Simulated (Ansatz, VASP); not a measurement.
## Sn: VASP beside Ansatz

Contents of INCAR:

```
SYSTEM = Sn
PREC = Accurate
ENCUT = 520
EDIFF = 1E-7
ISMEAR = -1
SIGMA = 0.05
LREAL = .FALSE.
LASPH = .TRUE.
NELM = 80
ALGO = Normal
ISIF = 2
LWAVE = .FALSE.
LCHARG = .FALSE.
GGA = CA
NBANDS = 13
```

The input KPOINTS:

```
Automatic mesh
0
G
  10 10 10
  0 0 0
```

Contents of POSCAR:

```
Sn
1.0
   -1.8946518192      1.8946518192      1.8946518192
    1.8946518192     -1.8946518192      1.8946518192
    1.8946518192      1.8946518192     -1.8946518192
Sn
1
Direct
    0.0000000000      0.0000000000      0.0000000000
```

input.yaml

```yaml
crystal:
  lattice:
    - [-1.8946518192, 1.8946518192, 1.8946518192]
    - [1.8946518192, -1.8946518192, 1.8946518192]
    - [1.8946518192, 1.8946518192, -1.8946518192]
  atoms:
    - { symbol: Sn, position: [0.0, 0.0, 0.0] }
kpoints:
  mp_grid: { grid: [10, 10, 10] }
scf:
  occupations: { method: fermi_dirac, width: 0.05 }
hamiltonian:
  xc: lda
  pseudopotentials: { kind: all_electron, lapw: { basis_error: 0.001 } }
output:
  forces: true
  stress: true
  eigenvalues: true
```

Alike in both runs: task single point; functional LDA; k mesh 10 × 10 × 10; occupations fermi-dirac, width 0.05 eV; no spin polarisation.

|  | VASP | Ansatz |
| --- | --- | --- |
| version | VASP 6.6.1 | Ansatz 0.2.0 |
| potentials or method | VASP PAW LDA potentials, release 64 (Sn_d), cutoff 520 eV | all-electron LAPW, scalar-relativistic |

|  | VASP | Ansatz | Ansatz less VASP |
| --- | --- | --- | --- |
| gap on the k mesh at the Fermi level (eV) | none | none | - |
| pressure (GPa) | -3.5 | -3.4 | +0.07 |

LDA's correlation is that of Perdew and Zunger in VASP and of Perdew and Wang (1992) in Ansatz. A gap of «none» marks a metal or a gap that the smearing closes. Ansatz ran all-electron here, and VASP with PAW potentials.
